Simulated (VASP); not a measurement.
Crystal: Si3TeW.

```
Si Te W
1.0
     4.62462    0.00000    0.00000
     0.00000    4.62462    0.00000
     0.00000    0.00000    4.62462
Si Te W
3 1 1
Direct
  0.00000 0.50000 0.50000
  0.50000 0.00000 0.50000
  0.50000 0.50000 0.00000
  0.50000 0.50000 0.50000
  0.00000 0.00000 0.00000
```

| Property | Result |
| --- | --- |
| Program | VASP 6.6.1 |
| Task | relaxation of cell and atoms |
| Functional | PBE |
| Potentials or basis | VASP PAW PBE potentials, release 64 (Si, Te, W_sv) |
| Cutoff | 600 eV |
| k mesh | 4 × 4 × 4 |
| Occupations | gaussian, width 0.1 eV |
| Spin | no spin polarisation |

At the start: pressure 17.1 GPa; volume 19.78 Å³/atom.

Q: How do energy, volume and symmetry change on relaxing?

A: Over 3 steps the energy falls by 160.4 meV/atom and the volume is 23.33 Å³/atom (+17.9 %); space group Pm-3m (No. 221, to 0.05 Å).

Step by step:
| step | energy change (eV) | largest force (eV/Å) | pressure (GPa) | volume (Å³) |
| --- | --- | --- | --- | --- |
| 1 | 0.0000 | 0.0000 | 17.14 | 98.91 |
| 2 | -0.4473 | 0.0000 | -6.20 | 132.40 |
| 3 | -0.8022 | 0.0000 | -0.09 | 116.66 |

Final structure:
```
Si Te W
1.0
     4.88617    0.00000    0.00000
     0.00000    4.88617    0.00000
     0.00000    0.00000    4.88617
Si Te W
3 1 1
Direct
  0.00000 0.50000 0.50000
  0.50000 0.00000 0.50000
  0.50000 0.50000 0.00000
  0.50000 0.50000 0.50000
  0.00000 0.00000 0.00000
```

Caveat: the volume moved by over 15 % at a fixed basis, so the end points are rough.
